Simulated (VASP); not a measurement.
Runs of VASP 6.6.1 on BaS. The structure is that of space group Pm-3m (No. 221), or close to it. The cells are those of the table. 

| level | cell | k mesh | smearing | grid for exact exchange (PRECFOCK) | screening parameter | gap on the mesh (eV) | pressure (GPa) |
| --- | --- | --- | --- | --- | --- | --- | --- |
| r2SCAN | a = 3.834, b = 3.834, c = 3.890 Å, 2 atoms | 6 × 6 × 6 | gaussian 0.01 eV | - | - | 1.79 | 0.2 |
| HSE06 | a = 3.834, b = 3.834, c = 3.890 Å, 2 atoms | 4 × 4 × 4 | gaussian 0.01 eV | Normal | 0.2079 1/Å | (a) | -0.3 |
| HSE06 | a = 3.724, b = 3.724, c = 3.860 Å, 2 atoms | 4 × 4 × 4 | gaussian 0.01 eV | Normal | 0.2079 1/Å | 2.11 | 3.3 |
| r2SCAN | a = 3.821 Å, 2 atoms | 6 × 6 × 6 | gaussian 0.01 eV | - | - | 1.79 | (c) |
| PBE | a = 3.821 Å, 2 atoms | 6 × 6 × 6 | fermi-dirac 0.02 eV | - | - | 1.42 | 1.7 |
| PBE | a = 3.834, b = 3.834, c = 3.890 Å, 2 atoms | 6 × 6 × 6 | fermi-dirac 0.02 eV | - | - | 1.42 | 0.5 |
| PBE | a = 3.724, b = 3.724, c = 3.860 Å, 2 atoms | 6 × 6 × 6 | fermi-dirac 0.02 eV | - | - | 1.22 | 4.1 |
| r2SCAN | a = 3.724, b = 3.724, c = 3.860 Å, 2 atoms | 6 × 6 × 6 | gaussian 0.01 eV | - | - | 1.59 | (b) |

Alike in all rows: task single point; potentials or basis VASP PAW PBE potentials, release 64 (Ba_sv, S); no spin polarisation; cutoff (eV) 520.

**Question.** Fill in the values left out.

**Answer.** (a) 2.31; (b) 4.0; (c) 1.5.

Caveats: some runs use coarse meshes; spin-orbit coupling is left out, which moves the levels of the heavy elements; the PAW data sets were made with another functional, which shifts forces and pressure a little (some runs).

A k mesh can miss the band edges, and the runs leave out spin-orbit coupling on Ba.
